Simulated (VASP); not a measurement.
A run of VASP 6.6.1 is set up as follows.

INCAR

```
  PREC = Accurate
  ENCUT = 520
  EDIFF = 1E-7
  ISMEAR = 1
  SIGMA = 0.1
  LREAL = False
  LASPH = True
  NELM = 150
  ALGO = Normal
  ISIF = 2
  LWAVE = False
  LCHARG = False
  ISPIN = 2
  MAGMOM = 0.6
  LORBIT = 11
  LMAXMIX = 4
  GGA = PS
  NBANDS = 16
```

File KPOINTS:

```
Automatic mesh
0
Gamma
  13 13 13
```

The input POSCAR:

```
Cu
1.0
    2.4939597260     -0.1978321428      0.2963992329
   -1.0521099275      2.2639454922     -0.3382698371
   -0.3566241329     -1.2439498364      2.1615625608
Cu
1
Direct
    0.0000000000      0.0000000000      0.0000000000
```

Potentials or basis: VASP PAW PBE potentials, release 64 (Cu).

The run is started by

```bash
$ cat potpaw_PBE.64/Cu/POTCAR > POTCAR
$ mpirun -np 1 vasp_std > vasp.out
```

Problem. Estimate the net moment.

Solution. 0.00 μB per cell.

Problem. Estimate the pressure.

Solution. 0.7 GPa.

Caveat: the cell differs from its parent crystal (the cell strained at random); the PAW data sets were made with another functional, which shifts forces and pressure a little.
